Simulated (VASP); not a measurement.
# Si (Fd-3m) in VASP: further runs

The runs below take Si through single point, with LDA.

All numbers are computed with VASP 6.6.1; they aren't measurements. Logs are shortened: lines on timing, memory, paths and dates and some standing lists are left out, and cuts for length are marked.

### 1 The cell of the first run

It takes space group Fd-3m (No. 227, cubic). The conventional cell has a = 5.376 Å, b = 5.376 Å, c = 5.376 Å, α = 90.00°, β = 90.00°, γ = 90.00°. Within 3.1 Å of Si (site symmetry -43m) lie 4 Si at 2.33 Å.

### 2 Single point, LDA (volume scaled by 0.97)

INCAR reads:

```
SYSTEM = Si
PREC = Accurate
ENCUT = 520
EDIFF = 1E-6
ISMEAR = -1
SIGMA = 0.08
LREAL = .False.
LASPH = .True.
NELM = 80
ALGO = Normal
ISIF = 2
LWAVE = .False.
LCHARG = .False.
GGA = CA
NBANDS = 11
```

KPOINTS reads:

```
Automatic mesh
0
Gamma
  11 11 11
  0 0 0
```

POSCAR reads:

```
Si
1.0
    0.0000000000      2.6880391347      2.6880391347
    2.6880391347      0.0000000000      2.6880391347
    2.6880391347      2.6880391347      0.0000000000
Si
2
Direct
    0.5000000000      0.5000000000      0.5000000000
    0.7500000000      0.7500000000      0.7500000000
```

Potentials or basis: VASP PAW LDA potentials, release 64 (Si).

Launch:

```console
cat potpaw_LDA.64/Si/POTCAR > POTCAR
mpirun -np 1 vasp_std > vasp.out
```

OUTCAR:

```text
SYSTEM = Si
   PREC = Accurate
   ENCUT = 520
   EDIFF = 1E-6
   ISMEAR = -1
   LREAL = .False.
   LASPH = .True.
   NELM = 80
   ISIF = 2
   GGA = CA

 ion  position               nearest neighbor table
   1  0.500  0.500  0.500-   2 2.33   2 2.33   2 2.33   2 2.33
   2  0.750  0.750  0.750-   1 2.33   1 2.33   1 2.33   1 2.33

  LATTYP: Found a face centered cubic cell.
 ALAT       =     5.3760782694

  Lattice vectors:

 A1 = (   0.0000000000,   2.6880391347,   2.6880391347)
 A2 = (   2.6880391347,   0.0000000000,   2.6880391347)
 A3 = (   2.6880391347,   2.6880391347,   0.0000000000)

Analysis of symmetry for initial positions (statically):
=====================================================================
 Subroutine PRICEL returns:
 Original cell was already a primitive cell.

 Routine SETGRP: Setting up the symmetry group for a
 face centered cubic supercell.

 Subroutine GETGRP returns: Found 48 space group operations
 (whereof 24 operations were pure point group operations)
 out of a pool of 48 trial point group operations.

The static configuration has the point symmetry T_d .
 The point group associated with its full space group is O_h .

Analysis of symmetry for dynamics (positions and initial velocities):
=====================================================================
 Subroutine PRICEL returns:
 Original cell was already a primitive cell.

 Routine SETGRP: Setting up the symmetry group for a
 face centered cubic supercell.

 Subroutine GETGRP returns: Found 48 space group operations
 (whereof 24 operations were pure point group operations)
 out of a pool of 48 trial point group operations.

The dynamic configuration has the point symmetry T_d .
 The point group associated with its full space group is O_h .

 Subroutine INISYM returns: Found 48 space group operations
 (whereof 24 operations are pure point group operations),
 and found     1 'primitive' translations

----------------------------------------------------------------------------------------

                                     Primitive cell

  volume of cell :      38.8451

  direct lattice vectors                    reciprocal lattice vectors
     0.000000000  2.688039135  2.688039135    -0.186009197  0.186009197  0.186009197
     2.688039135  0.000000000  2.688039135     0.186009197 -0.186009197  0.186009197
     2.688039135  2.688039135  0.000000000     0.186009197  0.186009197 -0.186009197

  length of vectors
     3.801461400  3.801461400  3.801461400     0.322177379  0.322177379  0.322177379

  position of ions in fractional coordinates (direct lattice)
     0.500000000  0.500000000  0.500000000
     0.750000000  0.750000000  0.750000000

  ion indices of the primitive-cell ions
   primitive index   ion index
                 1           1
                 2           2

----------------------------------------------------------------------------------------

 KPOINTS: Automatic mesh

Automatic generation of k-mesh.
 Grid dimensions read from file:
 generate k-points for:   11   11   11

 Generating k-lattice:

  Cartesian coordinates                     Fractional coordinates (reciprocal lattice)
    -0.016909927  0.016909927  0.016909927     0.090909091  0.000000000  0.000000000
     0.016909927 -0.016909927  0.016909927     0.000000000  0.090909091  0.000000000
     0.016909927  0.016909927 -0.016909927     0.000000000  0.000000000  0.090909091

  Length of vectors
     0.029288853  0.029288853  0.029288853

  Shift w.r.t. Gamma in fractional coordinates (k-lattice)
     0.000000000  0.000000000  0.000000000

 Subroutine IBZKPT returns following result:
 ===========================================

 Found     56 irreducible k-points:

 Following reciprocal coordinates:
            Coordinates               Weight
  0.000000  0.000000  0.000000      1.000000
  0.090909  0.000000  0.000000      8.000000
  0.181818  0.000000  0.000000      8.000000
  0.272727  0.000000  0.000000      8.000000
  0.363636  0.000000  0.000000      8.000000
  0.454545  0.000000  0.000000      8.000000
[... 16 lines left out ...]
 -0.272727  0.181818  0.000000     24.000000
 -0.181818  0.181818  0.000000     12.000000
 [... further k-points ...]
   k-points           NKPTS =     56   k-points in BZ     NKDIM =     56   number of bands    NBANDS=     11
   number of dos      NEDOS =    301   number of ions     NIONS =      2
   total plane-waves  NPLWV =  21952
   dimension x,y,z NGX =    28 NGY =   28 NGZ =   28
   dimension x,y,z NGXF=    56 NGYF=   56 NGZF=   56
   ions per type =               2
   NGX,Y,Z   is equivalent  to a cutoff of  12.24, 12.24, 12.24 a.u.
   NGXF,Y,Z  is equivalent  to a cutoff of  24.49, 24.49, 24.49 a.u.
 SYSTEM =  Si
   PREC   = accura    normal or accurate (medium, high low for compatibility)
   ISTART =      0    job   : 0-new  1-cont  2-samecut
   ICHARG =      2    charge: 1-file 2-atom 10-const
   ISPIN  =      1    spin polarized calculation?
   LNONCOLLINEAR =      F non collinear calculations
   LSORBIT =      F    spin-orbit coupling
   LASPH  =      T    aspherical Exc in radial PAW
   ENCUT  =  520.0 eV  38.22 Ry    6.18 a.u.   7.07  7.07  7.07*2*pi/ulx,y,z
   NELM   =     80;   NELMIN=  2; NELMDL= -5     # of ELM steps
   EDIFF  = 0.1E-05   stopping-criterion for ELM
   LREAL  =      F    real-space projection
   EDIFFG = 0.1E-04   stopping-criterion for IOM
   NSW    =      0    number of steps for IOM
   IBRION =     -1    ionic relax: 0-MD 1-quasi-New 2-CG
   NFREE  =      0    steps in history (QN), initial steepest desc. (CG)
   ISIF   =      2    stress and relaxation
   ISYM   =      2    0-nonsym 1-usesym 2-fastsym
   POTIM  = 0.5000    time-step for ionic-motion
   TEBEG  =    0.0;   TEEND  =   0.0 temperature during run
   PSTRESS=    0.0 pullay stress
   NELECT =       8.0000    total number of electrons
   NUPDOWN=      -1.0000    fix difference up-down
   EMIN   =  10.00;   EMAX   =-10.00  energy-range for DOS
   EFERMI =   0.00;   METHOD = LEGACY
   ISMEAR =    -1;   SIGMA  =   0.08  broadening in eV -4-tet -1-fermi 0-gaus
   EFERMI_NEDOS =   21; number of points for ismear=-14 and -15
   IALGO  =     38    algorithm
   IMIX   =      4    mixing-type and parameters
     AMIX     =   0.40;   BMIX     =  1.00
     AMIX_MAG =   1.60;   BMIX_MAG =  1.00
  volume/ion in A,a.u.               =      19.42       131.07
  Fermi-wavevector in a.u.,A,eV,Ry     =   0.966776  1.826942 12.716767  0.934656
  Thomas-Fermi vector in A             =   2.096606
   LORBIT       =      0    0 simple, 1 ext, 2 COOP (PROOUT), +10 PAW based schemes
   GGA     = CA    functional components
   LHFCALC =     F    Hartree Fock is set to
   AEXX    =    0.0000 exact exchange contribution
   IVDW    =     0    specifies the selected vdW correction
   LEPSILON=     F    determine dielectric tensor
   LRPA    =     F    only Hartree local field effects (RPA)
 non-spin polarized calculation
  energy-cutoff  :      520.00
  volume of cell :       38.85
 maximum number of plane-waves:      1055
   NGX = 15   NGY = 15   NGZ = 15

 number of electron       8.0000001 magnetization

 Free energy of the ion-electron system (eV)
  ---------------------------------------------------
  ext. energy  EPLUGINS =         0.00000000
  ---------------------------------------------------
  free energy    TOTEN  =       -11.91696360 eV

  energy without entropy =      -11.91631490  energy(sigma->0) =      -11.91663925

 E-fermi :   6.2814     XC(G=0):  -9.7203

 val. band max:        6.0827737563   @ k =   0.0000   0.0000   0.0000
 cond. band min:       6.5188660795   @ k =   0.4545   0.4545   0.0000
 fundamental gap:      0.4360923231
 Fermi energy:         6.2814348503

 k-point     1 :       0.0000    0.0000    0.0000
  band No.  band energies     occupation
      1      -6.0839      2.00000
      2       6.0828      1.84592
      3       6.0828      1.84592
      4       6.0828      1.84592
      5       8.6198      0.00000
      6       8.6198      0.00000
      7       8.6198      0.00000
      8       9.6425      0.00000
      9      13.8263      0.00000
     10      13.8263      0.00000
     11      13.8910      0.00000

 k-point     2 :       0.0909    0.0000    0.0000
  band No.  band energies     occupation
      1      -5.9727      2.00000
      2       5.0827      2.00000
      3       5.9090      1.98116
      4       5.9090      1.98116
      5       8.6764      0.00000
      6       8.8748      0.00000
      7       8.8748      0.00000
      8      10.3860      0.00000
      9      13.4944      0.00000
     10      13.4944      0.00000
     11      14.3644      0.00000

 k-point     3 :       0.1818    0.0000    0.0000
  band No.  band energies     occupation
      1      -5.6434      2.00000
      2       3.3712      2.00000
      3       5.5589      1.99976
      4       5.5589      1.99976
      5       8.3826      0.00000
      6       9.3569      0.00000
      7       9.3569      0.00000
      8      11.9366      0.00000
      9      13.1170      0.00000
     10      13.1170      0.00000
     11      15.1171      0.00000

 k-point     4 :       0.2727    0.0000    0.0000
  band No.  band energies     occupation
      1      -5.1118      2.00000
      2       1.6720      2.00000
      3       5.2294      2.00000
      4       5.2294      2.00000
      5       8.0355      0.00000
      6       9.5903      0.00000
      7       9.5903      0.00000
      8      13.4160      0.00000
      9      13.4160      0.00000
     10      13.4312      0.00000
     11      14.9107      0.00000
[... 239 lines left out ...]
 k-point    22 :      -0.3636    0.1818    0.0000
  band No.  band energies     occupation
      1      -3.5917      2.00000
      2      -0.4220      2.00000
      3       2.7335      2.00000
      4       4.5545      2.00000
      5       8.2933      0.00000
      6      10.3821      0.00000
      7      10.5316      0.00000
      8      13.8646      0.00000
      9      13.8798      0.00000
     10      14.7897      0.00000
     11      17.4671      0.00000

 k-point    23 :      -0.2727    0.1818    0.0000
  band No.  band energies     occupation
      1      -4.2919      2.00000
      2       0.7412      2.00000
      3       2.8048      2.00000
      4       4.9561      2.00000
      5       8.7003      0.00000
      6      10.3067      0.00000
      7      10.4188      0.00000
      8      12.4716      0.00000
      9      12.5711      0.00000
     10      16.2132      0.00000
     11      18.1012      0.00000

 k-point    24 :      -0.1818    0.1818    0.0000
  band No.  band energies     occupation
      1      -4.9291      2.00000
      2       1.9716      2.00000
      3       3.2915      2.00000
      4       5.3851      1.99997
      5       9.0803      0.00000
      6       9.8234      0.00000
      7      10.1078      0.00000
      8      11.7760      0.00000
      9      12.1075      0.00000
     10      16.2218      0.00000
     11      16.7062      0.00000

 [... further k-points ...]
[... 5 lines left out ...]
  --------------------------------------------------------------------------------------
  -------------------------------------------------------------------------------------
  Total        0.3587981      0.3587981      0.3587981     -0.0000000     -0.0000000      0.0000000
  in kB       14.7987142     14.7987142     14.7987142     -0.0000000     -0.0000000      0.0000000
  external PRESSURE =      14.7987142 kB  Pullay stress =       0.0000000 kB

 VOLUME and BASIS-vectors are now :
 -----------------------------------------------------------------------------
  energy-cutoff  :      520.00
  volume of cell :       38.85
      direct lattice vectors                 reciprocal lattice vectors
     0.000000000  2.688039135  2.688039135    -0.186009197  0.186009197  0.186009197
     2.688039135  0.000000000  2.688039135     0.186009197 -0.186009197  0.186009197
     2.688039135  2.688039135  0.000000000     0.186009197  0.186009197 -0.186009197

 POSITION                                       TOTAL-FORCE (eV/Angst)
 -----------------------------------------------------------------------------------
      2.68804      2.68804      2.68804         0.000000      0.000000     -0.000000
      4.03206      4.03206      4.03206         0.000000     -0.000000      0.000000
 -----------------------------------------------------------------------------------
    total drift:                                0.000000      0.000000     -0.000000

  FREE ENERGIE OF THE ION-ELECTRON SYSTEM (eV)
  ---------------------------------------------------
  free  energy   TOTEN  =       -11.9169635986 eV

  energy  without entropy=      -11.9163149021  energy(sigma->0) =      -11.91663925
```

Wall time 8.7 s (1 thread of Intel Xeon Platinum 8559C (Emerald Rapids), shared host); peak memory 0.14 GiB.

What came out:

```yaml
Free_energy: -11.9170 eV
Pressure: 1.5 GPa
Band_gap_on_the_k_mesh: 0.44 eV, indirect (least direct gap 2.54 eV)
```

Levels at points of the mesh, in eV from the valence-band top:
```csv
k point,band 1,band 2,band 3,band 4,band 5,band 6,band 7,band 8,band 9
"(0.00, 0.00, 0.00)",-12.17,0.00,0.00,0.00,2.54,2.54,2.54,3.56,7.74
```

Caveat: the cell differs from its parent crystal (volume scaled by 0.97). A k mesh can miss the band edges.

### 3 Single point, LDA

This run uses another cell than the first one, of 20.02 Å³/atom, 1.031 times its volume.

INCAR reads:

```
SYSTEM = Si
  PREC = Accurate
  ENCUT = 520
  EDIFF = 1E-6
  ISMEAR = -1
  SIGMA = 0.08
  LREAL = .FALSE.
  LASPH = .TRUE.
  NELM = 60
  ALGO = Normal
  ISIF = 2
  LWAVE = .FALSE.
  LCHARG = .FALSE.
  GGA = CA
  NBANDS = 11
```

KPOINTS reads:

```
regular mesh
0
G
  11 11 11
  0 0 0
```

POSCAR reads:

```
Si
1.0
    0.0000000000      2.7154700000      2.7154700000
    2.7154700000      0.0000000000      2.7154700000
    2.7154700000      2.7154700000      0.0000000000
Si
2
Direct
    0.5000000000      0.5000000000      0.5000000000
    0.7500000000      0.7500000000      0.7500000000
```

Potentials or basis: VASP PAW LDA potentials, release 64 (Si).

Launch:

```console
cat potpaw_LDA.64/Si/POTCAR > POTCAR
mpirun -np 1 vasp_std > vasp.out
```

It took 11 s on 1 thread of Intel Xeon Platinum 8559C (Emerald Rapids), shared host; peak memory 0.15 GiB.

Results (log left out):

```yaml
Free_energy: -11.9168 eV
Pressure: -1.5 GPa
Band_gap_on_the_k_mesh: 0.49 eV, indirect (least direct gap 2.52 eV)
```

Levels at points of the mesh, in eV from the valence-band top:
```tsv
k point	band 2	band 3	band 4	band 5	band 6	band 7
(0.00, 0.00, 0.00)	0.00	0.00	0.00	2.52	2.52	2.52
```

A k mesh can miss the band edges. LDA gaps usually lie below the measured ones, often by a third to a half.
